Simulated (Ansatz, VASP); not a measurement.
## Two plane-wave programs on C

The input INCAR:

```
SYSTEM = C
PREC = Accurate
ENCUT = 520
EDIFF = 1E-7
ISMEAR = -1
SIGMA = 0.05
LREAL = .FALSE.
LASPH = .TRUE.
NELM = 60
ALGO = Normal
ISIF = 2
LWAVE = .FALSE.
LCHARG = .FALSE.
GGA = B5
ALDAX = 1.0
AGGAX = 1.0
AGGAC = 1.0
ALDAC = 0.0
IVDW = 13
VDW_S6 = 1.0
VDW_S8 = 2.34076671
VDW_A1 = 0.44488865
VDW_A2 = 4.0933009
NBANDS = 26
```

KPOINTS

```
regular mesh
0
G
  12 12 4
  0 0 0
```

Contents of POSCAR:

```
C
1.0
    2.5051726443      0.0000000000      0.0000000000
   -1.2525863222      2.1695431509      0.0000000000
    0.0000000000      0.0000000000      8.1818157839
C
8
Direct
    0.6666666667      0.3333333333      0.8437500000
    0.3333333333      0.6666666667      0.3437500000
    0.6666666667      0.3333333333      0.6562500000
    0.3333333333      0.6666666667      0.1562500000
    0.0000000000      0.0000000000      0.9062500000
    0.0000000000      0.0000000000      0.4062500000
    0.0000000000      0.0000000000      0.5937500000
    0.0000000000      0.0000000000      0.0937500000
```

File input.yaml:

```yaml
crystal:
  lattice:
    - [2.5051726443, 0.0, 0.0]
    - [-1.2525863222, 2.1695431509, 0.0]
    - [0.0, 0.0, 8.1818157839]
  atoms:
    - { symbol: C, position: [0.6666666667, 0.3333333333, 0.84375] }
    - { symbol: C, position: [0.3333333333, 0.6666666667, 0.34375] }
    - { symbol: C, position: [0.6666666667, 0.3333333333, 0.65625] }
    - { symbol: C, position: [0.3333333333, 0.6666666667, 0.15625] }
    - { symbol: C, position: [0.0, 0.0, 0.90625] }
    - { symbol: C, position: [0.0, 0.0, 0.40625] }
    - { symbol: C, position: [0.0, 0.0, 0.59375] }
    - { symbol: C, position: [0.0, 0.0, 0.09375] }
hamiltonian:
  xc: blyp
  pseudopotentials: { kind: paw }
  dispersion: d4
kpoints:
  mp_grid: { grid: [12, 12, 4] }
scf:
  occupations: { method: fermi_dirac, width: 0.05 }
output:
  forces: true
  stress: true
  eigenvalues: true
```

Alike in both runs: task single point; functional BLYP; dispersion D4; k mesh 12 × 12 × 4; occupations fermi-dirac, width 0.05 eV; no spin polarisation.

|  | VASP | Ansatz |
| --- | --- | --- |
| version | VASP 6.6.1 | Ansatz 0.2.0 |
| potentials or method | VASP PAW PBE potentials, release 64 (C) | Ansatz PAW |
| plane-wave cutoff (eV) | 520 | 420 |
| valence electrons in the cell | 32 | 32 |

VASP gave:

- gap on the k mesh at the Fermi level (eV): 4.81
- least direct gap on the mesh (eV): 5.40
- pressure (GPa): 10.7
- traceless stress, the component that is largest in VASP (GPa): 8.68
- rms of the force components (eV/Å): 0.194

Which values does Ansatz return?

gap on the k mesh at the Fermi level (eV): 4.81; least direct gap on the mesh (eV): 5.39; pressure (GPa): 9.9; traceless stress, the component that is largest in VASP (GPa): 8.70; rms of the force components (eV/Å): 0.194.

VASP's potentials were made for PBE, not for BLYP. Atom by atom the forces differ by 0.001 eV/Å (rms over components).

Noted on Ansatz's run: Pulay correction over one GPa.
